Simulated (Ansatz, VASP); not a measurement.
**One calculation of CoSi, two programs**

The input INCAR:

```
ALGO     = Normal         # electronic algorithm
EDIFF    = 1E-6           # SCF threshold, eV
ENCUT    = 520            # plane-wave cutoff, eV
GGA      = PE             # functional
ISIF     = 2              # what is computed and relaxed
ISMEAR   = -1             # smearing method
LASPH    = T              # aspherical terms in the spheres
LCHARG   = T              # write CHGCAR
LELF     = T              # ELF
LREAL    = F              # projectors in reciprocal space
LVHAR    = T            
LWAVE    = F              # write WAVECAR
NBANDS   = 14             # bands
NELM     = 100            # most SCF steps
PREC     = Accurate       # precision mode
SIGMA    = 0.03           # smearing width, eV
```

KPOINTS

```
k-points
0
Gamma
  14 14 14
```

POSCAR

```
CoSi
1.0
    2.6853484520      0.0000000000      0.0000000000
    0.0000000000      2.6853484520      0.0000000000
    0.0000000000      0.0000000000      2.6853484520
Co Si
1 1
Direct
    0.0000000000      0.0000000000      0.0000000000
    0.5000000000      0.5000000000      0.5000000000
```

Input for Ansatz:

```yaml
crystal:
  lattice:
    - [2.685348452, 0.0, 0.0]
    - [0.0, 2.685348452, 0.0]
    - [0.0, 0.0, 2.685348452]
  atoms:
    - { symbol: Co, position: [0.0, 0.0, 0.0] }
    - { symbol: Si, position: [0.5, 0.5, 0.5] }
kpoints:
  mp_grid: { grid: [14, 14, 14] }
scf:
  occupations: { method: fermi_dirac, width: 0.03 }
  lower_state_search: "off"
hamiltonian:
  xc: pbe
  pseudopotentials: { kind: paw }
output:
  forces: true
  stress: true
  eigenvalues: true
  write_density: true
  write_potential: true
  elf: true
  volumetric_format: npy
```

Change from the starting cell: volume scaled by 0.9, no spin polarisation, PAW files.

Alike in both runs: task single point; functional PBE; k mesh 14 × 14 × 14; occupations fermi-dirac, width 0.03 eV; no spin polarisation.

```csv
,VASP,Ansatz
version,VASP 6.6.1,Ansatz 0.2.0
potentials or method,"VASP PAW PBE potentials, release 64 (Co, Si)","PAW with Ansatz's default frozen-core files, scalar-relativistic"
plane-wave cutoff (eV),520,420
valence electrons in the cell,13,21
```

|  | VASP | Ansatz | Ansatz less VASP |
| --- | --- | --- | --- |
| pressure (GPa) | 27.7 | 27.8 | +0.07 |

VASP's potentials hold 13 valence electrons a cell and Ansatz's 21, so a difference there can come from the potentials and not from the codes.
